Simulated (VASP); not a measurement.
Write the native input for VASP 6.6.1 that does the following.

```yaml
Task: single point
Functional: PBE
Potentials_or_basis: VASP PAW PBE potentials, release 64 (F, Cl, Na_pv)
Cutoff: 520 eV
k_mesh: 8 × 8 × 8
Occupations: fermi-dirac, width 0.02 eV
Spin: no spin polarisation
Dipole_correction: no
Further_INCAR_settings: ALGO = Normal; EDIFF = 1e-07; NBANDS = 22
```

The structure of Na2ClF lies in POSCAR:

```
Na2ClF
1.0
    1.8422972729      1.0636508264      6.0544481607
   -1.8422972729      1.0636508264      6.0544481607
    0.0000000000     -2.1273016529      6.0544481607
F Cl Na
1 1 2
Direct
    1.0000000000      0.0000000000      0.0000000000
    0.5000000000      0.5000000000      0.5000000000
    0.2624157661      0.2624157661      0.2624157661
    0.7375842339      0.7375842339      0.7375842339
```

These files were run (other wordings do the same):

INCAR

```
SYSTEM = Na2ClF
PREC = Accurate
ENCUT = 520
EDIFF = 1E-7
ISMEAR = -1
SIGMA = 0.02
LREAL = .False.
LASPH = .True.
NELM = 100
ALGO = Normal
ISIF = 2
LWAVE = .False.
LCHARG = .False.
GGA = PE
NBANDS = 22
```

KPOINTS

```
Automatic mesh
0
Gamma
  8 8 8
  0 0 0
```

Potentials or basis: VASP PAW PBE potentials, release 64 (F, Cl, Na_pv).

Command:

```sh
$ cat potpaw_PBE.64/F/POTCAR potpaw_PBE.64/Cl/POTCAR potpaw_PBE.64/Na_pv/POTCAR > POTCAR
$ mpirun -np 1 vasp_std > vasp.out
```

Results of the run:

The pressure is -0.1 GPa. The band gap on the k mesh is 4.23 eV, direct.

Run time: 4.9 min on 1 thread of Intel(R) Xeon(R) Platinum 8488C (Sapphire Rapids) (shared host), peak memory 0.34 GiB.
